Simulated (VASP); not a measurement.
# K3MoS (Pm-3m) in VASP: notebook

The runs below take K3MoS through single point, relaxation of cell and atoms, with PBE.

Everything below comes from runs of VASP 6.6.1. Logs are shortened: lines on timing, memory, paths and dates and some standing lists are left out, and cuts for length are marked.

## (1) The cell of the first run

Symmetry: Pm-3m, No. 221, cubic system. The conventional cell has a = 5.766 Å, b = 5.766 Å, c = 5.766 Å, α = 90.00°, β = 90.00°, γ = 90.00°. Within 3.8 Å of K (site symmetry 4/mmm) lie 2 Mo at 2.88 Å. Mo (site symmetry m-3m) has 6 K at 2.88 Å within 3.8 Å. Within 5.3 Å of S (site symmetry m-3m) lie 12 K at 4.08 Å and 8 Mo at 4.99 Å.

The cell was built from a structure type or drawn by symmetry, and may not be a known phase.

## (2) Single point, PBE

File INCAR:

```
SYSTEM = K3MoS
ALGO = Normal
EDIFF = 1E-6
ENCUT = 520
GGA = PE
ISIF = 2
ISMEAR = 0
LASPH = .TRUE.
LCHARG = .FALSE.
LREAL = .FALSE.
LWAVE = .FALSE.
NBANDS = 32
NELM = 60
PREC = Accurate
SIGMA = 0.1
```

File KPOINTS:

```
k-points
0
G
  8 8 8
  0 0 0
```

File POSCAR:

```
K3MoS
1.0
    5.7656112113      0.0000000000      0.0000000000
    0.0000000000      5.7656112113      0.0000000000
    0.0000000000      0.0000000000      5.7656112113
K Mo S
3 1 1
Direct
    0.0000000000      0.5000000000      0.0000000000
    0.0000000000      0.0000000000      0.5000000000
    0.5000000000      0.0000000000      0.0000000000
    0.0000000000      0.0000000000      0.0000000000
    0.5000000000      0.5000000000      0.5000000000
```

Potentials or basis: VASP PAW PBE potentials, release 64 (K_sv, Mo_sv, S).

On the command line:

```console
$ cat potpaw_PBE.64/K_sv/POTCAR potpaw_PBE.64/Mo_sv/POTCAR potpaw_PBE.64/S/POTCAR > POTCAR
$ mpirun -np 1 vasp_std > vasp.out
```

OUTCAR:

```text
SYSTEM = K3MoS
   EDIFF = 1E-6
   ENCUT = 520
   GGA = PE
   ISIF = 2
   ISMEAR = 0
   LASPH = .TRUE.
   LREAL = .FALSE.
   NELM = 60
   PREC = Accurate

 ion  position               nearest neighbor table
   1  0.000  0.500  0.000-   4 2.88   4 2.88
   2  0.000  0.000  0.500-   4 2.88   4 2.88
   3  0.500  0.000  0.000-   4 2.88   4 2.88
   4  0.000  0.000  0.000-   1 2.88   2 2.88   3 2.88   2 2.88   1 2.88   3 2.88
   5  0.500  0.500  0.500-

  LATTYP: Found a simple cubic cell.
 ALAT       =     5.7656112113

  Lattice vectors:

 A1 = (   5.7656112113,   0.0000000000,   0.0000000000)
 A2 = (   0.0000000000,   5.7656112113,   0.0000000000)
 A3 = (   0.0000000000,   0.0000000000,   5.7656112113)

Analysis of symmetry for initial positions (statically):
=====================================================================
 Subroutine PRICEL returns:
 Original cell was already a primitive cell.

 Routine SETGRP: Setting up the symmetry group for a
 simple cubic supercell.

 Subroutine GETGRP returns: Found 48 space group operations
 (whereof 48 operations were pure point group operations)
 out of a pool of 48 trial point group operations.

The static configuration has the point symmetry O_h .

Analysis of symmetry for dynamics (positions and initial velocities):
=====================================================================
 Subroutine PRICEL returns:
 Original cell was already a primitive cell.

 Routine SETGRP: Setting up the symmetry group for a
 simple cubic supercell.

 Subroutine GETGRP returns: Found 48 space group operations
 (whereof 48 operations were pure point group operations)
 out of a pool of 48 trial point group operations.

The dynamic configuration has the point symmetry O_h .

 Subroutine INISYM returns: Found 48 space group operations
 (whereof 48 operations are pure point group operations),
 and found     1 'primitive' translations

----------------------------------------------------------------------------------------

                                     Primitive cell

  volume of cell :     191.6620

  direct lattice vectors                    reciprocal lattice vectors
     5.765611211  0.000000000  0.000000000     0.173442149  0.000000000  0.000000000
     0.000000000  5.765611211  0.000000000     0.000000000  0.173442149  0.000000000
     0.000000000  0.000000000  5.765611211     0.000000000  0.000000000  0.173442149

  length of vectors
     5.765611211  5.765611211  5.765611211     0.173442149  0.173442149  0.173442149

  position of ions in fractional coordinates (direct lattice)
     0.000000000  0.500000000  0.000000000
     0.000000000  0.000000000  0.500000000
     0.500000000  0.000000000  0.000000000
     0.000000000  0.000000000  0.000000000
     0.500000000  0.500000000  0.500000000

  ion indices of the primitive-cell ions
   primitive index   ion index
                 1           1
                 2           2
                 3           3
                 4           4
                 5           5

----------------------------------------------------------------------------------------

 KPOINTS: k-points

Automatic generation of k-mesh.
 Grid dimensions read from file:
 generate k-points for:    8    8    8

 Generating k-lattice:

  Cartesian coordinates                     Fractional coordinates (reciprocal lattice)
     0.021680269  0.000000000  0.000000000     0.125000000  0.000000000  0.000000000
     0.000000000  0.021680269  0.000000000     0.000000000  0.125000000  0.000000000
     0.000000000  0.000000000  0.021680269     0.000000000  0.000000000  0.125000000

  Length of vectors
     0.021680269  0.021680269  0.021680269

  Shift w.r.t. Gamma in fractional coordinates (k-lattice)
     0.000000000  0.000000000  0.000000000

 Subroutine IBZKPT returns following result:
 ===========================================

 Found     35 irreducible k-points:

 Following reciprocal coordinates:
            Coordinates               Weight
  0.000000  0.000000  0.000000      1.000000
  0.125000  0.000000  0.000000      6.000000
  0.250000  0.000000  0.000000      6.000000
  0.375000  0.000000  0.000000      6.000000
  0.500000  0.000000  0.000000      3.000000
  0.125000  0.125000  0.000000     12.000000
[... 16 lines left out ...]
  0.375000  0.375000  0.125000     24.000000
  0.500000  0.375000  0.125000     24.000000
 [... further k-points ...]
   k-points           NKPTS =     35   k-points in BZ     NKDIM =     35   number of bands    NBANDS=     32
   number of dos      NEDOS =    301   number of ions     NIONS =      5
   total plane-waves  NPLWV = 110592
   dimension x,y,z NGX =    48 NGY =   48 NGZ =   48
   dimension x,y,z NGXF=    96 NGYF=   96 NGZF=   96
   ions per type =               3   1   1
   NGX,Y,Z   is equivalent  to a cutoff of  13.84, 13.84, 13.84 a.u.
   NGXF,Y,Z  is equivalent  to a cutoff of  27.68, 27.68, 27.68 a.u.
 SYSTEM =  K3MoS
   PREC   = accura    normal or accurate (medium, high low for compatibility)
   ISTART =      0    job   : 0-new  1-cont  2-samecut
   ICHARG =      2    charge: 1-file 2-atom 10-const
   ISPIN  =      1    spin polarized calculation?
   LNONCOLLINEAR =      F non collinear calculations
   LSORBIT =      F    spin-orbit coupling
   LASPH  =      T    aspherical Exc in radial PAW
   ENCUT  =  520.0 eV  38.22 Ry    6.18 a.u.  10.72 10.72 10.72*2*pi/ulx,y,z
   NELM   =     60;   NELMIN=  2; NELMDL= -5     # of ELM steps
   EDIFF  = 0.1E-05   stopping-criterion for ELM
   LREAL  =      F    real-space projection
   EDIFFG = 0.1E-04   stopping-criterion for IOM
   NSW    =      0    number of steps for IOM
   IBRION =     -1    ionic relax: 0-MD 1-quasi-New 2-CG
   NFREE  =      0    steps in history (QN), initial steepest desc. (CG)
   ISIF   =      2    stress and relaxation
   ISYM   =      2    0-nonsym 1-usesym 2-fastsym
   POTIM  = 0.5000    time-step for ionic-motion
   TEBEG  =    0.0;   TEEND  =   0.0 temperature during run
   PSTRESS=    0.0 pullay stress
   NELECT =      47.0000    total number of electrons
   NUPDOWN=      -1.0000    fix difference up-down
   EMIN   =  10.00;   EMAX   =-10.00  energy-range for DOS
   EFERMI =   0.00;   METHOD = LEGACY
   ISMEAR =     0;   SIGMA  =   0.10  broadening in eV -4-tet -1-fermi 0-gaus
   EFERMI_NEDOS =   21; number of points for ismear=-14 and -15
   IALGO  =     38    algorithm
   IMIX   =      4    mixing-type and parameters
     AMIX     =   0.40;   BMIX     =  1.00
     AMIX_MAG =   1.60;   BMIX_MAG =  1.00
  volume/ion in A,a.u.               =      38.33       258.68
  Fermi-wavevector in a.u.,A,eV,Ry     =   1.024697  1.936396 14.286169  1.050004
  Thomas-Fermi vector in A             =   2.158498
   LORBIT       =      0    0 simple, 1 ext, 2 COOP (PROOUT), +10 PAW based schemes
   GGA     = PE    functional components
   LHFCALC =     F    Hartree Fock is set to
   AEXX    =    0.0000 exact exchange contribution
   IVDW    =     0    specifies the selected vdW correction
   LEPSILON=     F    determine dielectric tensor
   LRPA    =     F    only Hartree local field effects (RPA)
 non-spin polarized calculation
 Gauss-broadening in eV      SIGMA  =   0.10
  energy-cutoff  :      520.00
  volume of cell :      191.66
 maximum number of plane-waves:      5232
 NGX is ok and might be reduce to    48
   NGX = 21   NGY = 21   NGZ = 21

 number of electron      47.0000003 magnetization

 Free energy of the ion-electron system (eV)
  ---------------------------------------------------
  ext. energy  EPLUGINS =         0.00000000
  ---------------------------------------------------
  free energy    TOTEN  =       -10.75689106 eV

  energy without entropy =      -10.67506444  energy(sigma->0) =      -10.71597775

 E-fermi :   0.4919     XC(G=0):  -7.3336

 val. band max:        0.4878921249   @ k =   0.5000   0.2500   0.0000
 cond. band min:       0.4928573277   @ k =   0.3750   0.1250   0.1250
 fundamental gap:      0.0049652028
 Fermi energy:         0.4919044694

 k-point     1 :       0.0000    0.0000    0.0000
  band No.  band energies     occupation
      1     -59.4239      2.00000
      2     -33.6250      2.00000
      3     -33.6250      2.00000
      4     -33.6250      2.00000
      5     -30.1039      2.00000
      6     -30.0782      2.00000
[... 24 lines left out ...]
     31       4.7921      0.00000
     32       4.7921      0.00000

 k-point     2 :       0.1250    0.0000    0.0000
  band No.  band energies     occupation
      1     -59.4239      2.00000
      2     -33.6262      2.00000
      3     -33.6250      2.00000
      4     -33.6250      2.00000
      5     -30.1022      2.00000
      6     -30.0782      2.00000
[... 24 lines left out ...]
     31       4.6391      0.00000
     32       4.8953      0.00000

 k-point     3 :       0.2500    0.0000    0.0000
  band No.  band energies     occupation
      1     -59.4239      2.00000
      2     -33.6291      2.00000
      3     -33.6250      2.00000
      4     -33.6250      2.00000
      5     -30.0988      2.00000
      6     -30.0781      2.00000
[... 24 lines left out ...]
     31       4.3748      0.00000
     32       5.1487      0.00000

 k-point     4 :       0.3750    0.0000    0.0000
  band No.  band energies     occupation
      1     -59.4239      2.00000
      2     -33.6319      2.00000
      3     -33.6250      2.00000
      4     -33.6250      2.00000
      5     -30.0962      2.00000
      6     -30.0781      2.00000
[... 24 lines left out ...]
     31       4.7421      0.00000
     32       5.4527      0.00000

 k-point     5 :       0.5000    0.0000    0.0000
  band No.  band energies     occupation
      1     -59.4239      2.00000
      2     -33.6331      2.00000
      3     -33.6250      2.00000
      4     -33.6250      2.00000
      5     -30.0953      2.00000
      6     -30.0781      2.00000
[... 584 lines left out ...]
     31       5.0742      0.00000
     32       5.3405      0.00000

 k-point    22 :       0.5000    0.2500    0.1250
  band No.  band energies     occupation
      1     -59.4239      2.00000
      2     -33.6331      2.00000
      3     -33.6290      2.00000
      4     -33.6262      2.00000
      5     -30.0874      2.00000
      6     -30.0746      2.00000
[... 24 lines left out ...]
     31       5.2658      0.00000
     32       5.2967      0.00000

 k-point    23 :       0.3750    0.3750    0.1250
  band No.  band energies     occupation
      1     -59.4239      2.00000
      2     -33.6319      2.00000
      3     -33.6319      2.00000
      4     -33.6262      2.00000
      5     -30.0855      2.00000
      6     -30.0715      2.00000
[... 24 lines left out ...]
     31       5.3234      0.00000
     32       5.5502      0.00000

 k-point    24 :       0.5000    0.3750    0.1250
  band No.  band energies     occupation
      1     -59.4239      2.00000
      2     -33.6331      2.00000
      3     -33.6319      2.00000
      4     -33.6262      2.00000
      5     -30.0848      2.00000
      6     -30.0709      2.00000
[... 24 lines left out ...]
     31       5.5469      0.00000
     32       5.5581      0.00000

 [... further k-points ...]

------------------------ aborting loop because EDIFF is reached ----------------------------------------

  FORCE on cell =-STRESS in cart. coord.  units (eV):
  Direction    XX          YY          ZZ          XY          YZ          ZX
  --------------------------------------------------------------------------------------
  -------------------------------------------------------------------------------------
  Total        0.0775067      0.0775067      0.0775067     -0.0000000     -0.0000000      0.0000000
  in kB        0.6479085      0.6479085      0.6479085     -0.0000000     -0.0000000      0.0000000
  external PRESSURE =       0.6479085 kB  Pullay stress =       0.0000000 kB

 VOLUME and BASIS-vectors are now :
 -----------------------------------------------------------------------------
  energy-cutoff  :      520.00
  volume of cell :      191.66
      direct lattice vectors                 reciprocal lattice vectors
     5.765611211  0.000000000  0.000000000     0.173442149  0.000000000  0.000000000
     0.000000000  5.765611211  0.000000000     0.000000000  0.173442149  0.000000000
     0.000000000  0.000000000  5.765611211     0.000000000  0.000000000  0.173442149

 POSITION                                       TOTAL-FORCE (eV/Angst)
 -----------------------------------------------------------------------------------
      0.00000      2.88281      0.00000         0.000000      0.000000      0.000000
      0.00000      0.00000      2.88281         0.000000      0.000000      0.000000
      2.88281      0.00000      0.00000         0.000000      0.000000      0.000000
      0.00000      0.00000      0.00000         0.000000      0.000000      0.000000
      2.88281      2.88281      2.88281         0.000000      0.000000      0.000000
 -----------------------------------------------------------------------------------
    total drift:                                0.000000      0.000000      0.000000

  FREE ENERGIE OF THE ION-ELECTRON SYSTEM (eV)
  ---------------------------------------------------
  free  energy   TOTEN  =       -10.7568910588 eV

  energy  without entropy=      -10.6750644365  energy(sigma->0) =      -10.71597775
```

It took 4.9 min on 1 thread of Intel Xeon 8259CL, shared host; peak memory 0.45 GiB.

Results:

```
Free energy            : -10.7569 eV
Pressure               : 0.1 GPa
Band gap on the k mesh : zero (an odd number of electrons rules out a gap without spin polarisation)
```

Levels at points of the mesh, in eV from the Fermi level:
```tsv
k point	band 19	band 20	band 21	band 22	band 23	band 24	band 25	band 26	band 27	band 28
(0.00, 0.00, 0.00)	-0.49	-0.49	-0.49	-0.42	-0.42	-0.42	-0.31	-0.31	2.92	3.61
(0.50, 0.00, 0.00)	-0.67	-0.67	-0.40	-0.29	-0.22	0.03	0.03	0.80	1.56	3.45
(0.50, 0.50, 0.00)	-0.89	-0.61	-0.52	-0.17	-0.17	0.03	0.74	0.75	2.36	2.36
(0.50, 0.50, 0.50)	-0.80	-0.80	0.25	0.25	0.25	0.75	0.75	0.97	1.64	1.64
```

## (3) Relaxation of cell and atoms, PBE

File INCAR:

```
SYSTEM = K3MoS
  PREC = Accurate
  ENCUT = 600
  EDIFF = 1E-7
  ISMEAR = 0
  SIGMA = 0.1
  LREAL = .FALSE.
  LASPH = .TRUE.
  NELM = 100
  ALGO = Normal
  ISIF = 3
  LWAVE = .FALSE.
  LCHARG = .FALSE.
  GGA = PE
  IBRION = 2
  NSW = 100
  EDIFFG = -0.01
```

File KPOINTS:

```
Automatic mesh
0
G
  8 8 8
  0 0 0
```

POSCAR is that of step 2.

Potentials or basis: VASP PAW PBE potentials, release 64 (K_sv, Mo_sv, S).

On the command line:

```console
$ cat potpaw_PBE.64/K_sv/POTCAR potpaw_PBE.64/Mo_sv/POTCAR potpaw_PBE.64/S/POTCAR > POTCAR
$ mpirun -np 1 vasp_std > vasp.out
```

OUTCAR:

```text
SYSTEM = K3MoS
   PREC = Accurate
   ENCUT = 600
   EDIFF = 1E-7
   ISMEAR = 0
   LREAL = .FALSE.
   LASPH = .TRUE.
   NELM = 100
   ISIF = 3
   GGA = PE
   IBRION = 2
   NSW = 100
   EDIFFG = -0.01

 ion  position               nearest neighbor table
   1  0.000  0.500  0.000-   4 2.88   4 2.88
   2  0.000  0.000  0.500-   4 2.88   4 2.88
   3  0.500  0.000  0.000-   4 2.88   4 2.88
   4  0.000  0.000  0.000-   1 2.88   2 2.88   3 2.88   2 2.88   1 2.88   3 2.88
   5  0.500  0.500  0.500-

  LATTYP: Found a simple cubic cell.
 ALAT       =     5.7656112113

  Lattice vectors:

 A1 = (   5.7656112113,   0.0000000000,   0.0000000000)
 A2 = (   0.0000000000,   5.7656112113,   0.0000000000)
 A3 = (   0.0000000000,   0.0000000000,   5.7656112113)

Analysis of symmetry for initial positions (statically):
=====================================================================
 Subroutine PRICEL returns:
 Original cell was already a primitive cell.

 Routine SETGRP: Setting up the symmetry group for a
 simple cubic supercell.

 Subroutine GETGRP returns: Found 48 space group operations
[... 179 lines left out ...]
  --------------------------------------------------------------------------------------
  -------------------------------------------------------------------------------------
  Total        0.0817058      0.0817058      0.0817058     -0.0000000     -0.0000000      0.0000000
  in kB        0.6830107      0.6830107      0.6830107     -0.0000000     -0.0000000      0.0000000
  external PRESSURE =       0.6830107 kB  Pullay stress =       0.0000000 kB
[... 104 lines left out ...]
--------------------------------------- Ionic step        4  -------------------------------------------

 number of electron      47.0000003 magnetization

 Free energy of the ion-electron system (eV)
  ---------------------------------------------------
  ext. energy  EPLUGINS =         0.00000000
  ---------------------------------------------------
  free energy    TOTEN  =       -10.75788923 eV

  energy without entropy =      -10.66982150  energy(sigma->0) =      -10.71385537

 E-fermi :   0.3902     XC(G=0):  -7.2474

 val. band max:        0.3885980207   @ k =   0.5000   0.2500   0.0000
 cond. band min:       0.3985791877   @ k =   0.3750   0.1250   0.1250
 fundamental gap:      0.0099811670
 Fermi energy:         0.3902325166

 k-point     1 :       0.0000    0.0000    0.0000
  band No.  band energies     occupation
      1     -59.5529      2.00000
      2     -33.7477      2.00000
      3     -33.7477      2.00000
      4     -33.7477      2.00000
      5     -30.2025      2.00000
      6     -30.1791      2.00000
[... 733 lines left out ...]
     27       2.5187      0.00000
     28       2.8074      0.00000

 [... further k-points ...]

------------------------ aborting loop because EDIFF is reached ----------------------------------------

  FORCE on cell =-STRESS in cart. coord.  units (eV):
  Direction    XX          YY          ZZ          XY          YZ          ZX
  --------------------------------------------------------------------------------------
  -------------------------------------------------------------------------------------
  Total        0.0104379      0.0104379      0.0104379     -0.0000000      0.0000000      0.0000000
  in kB        0.0852231      0.0852231      0.0852231     -0.0000000      0.0000000      0.0000000
  external PRESSURE =       0.0852231 kB  Pullay stress =       0.0000000 kB
[... 20 lines left out ...]
  FREE ENERGIE OF THE ION-ELECTRON SYSTEM (eV)
  ---------------------------------------------------
  free  energy   TOTEN  =       -10.7578892310 eV

  energy  without entropy=      -10.6698215025  energy(sigma->0) =      -10.71385537

 reached required accuracy - stopping structural energy minimisation
```

Run time: 15 min. Hardware: 1 thread of Intel Xeon 8259CL, shared host; peak memory 0.49 GiB.

What came out:

- Free energy: -10.7579 eV
- Relaxed volume: 39.25 Å³/atom
- Relaxed cell: a = 5.811 Å, b = 5.811 Å, c = 5.811 Å, α = 90.00°, β = 90.00°, γ = 90.00°
- Space group after relaxing (to 0.1 Å): Pm-3m (No. 221)
- Energy gained by relaxing: 0.2 meV/atom
- Ionic steps: 4
- Pressure after relaxing: 0.0 GPa
- Band gap on the k mesh: zero (an odd number of electrons rules out a gap without spin polarisation)

The path:
```tsv
step	energy change (eV)	largest force (eV/Å)	pressure (GPa)	volume (Å³)
1	0.0000	0.0000	0.07	191.66
2	-0.0002	0.0000	0.06	192.12
3	-0.0006	0.0000	0.04	193.48
4	-0.0011	0.0000	0.01	196.23
```

Final structure:
```yaml
crystal:
  lattice:
    - [5.81106, 0.00000, 0.00000]
    - [0.00000, 5.81106, 0.00000]
    - [0.00000, 0.00000, 5.81106]
  atoms:
    - { symbol: K, position: [0.00000, 0.50000, 0.00000] }
    - { symbol: K, position: [0.00000, 0.00000, 0.50000] }
    - { symbol: K, position: [0.50000, 0.00000, 0.00000] }
    - { symbol: Mo, position: [0.00000, 0.00000, 0.00000] }
    - { symbol: S, position: [0.50000, 0.50000, 0.50000] }
```
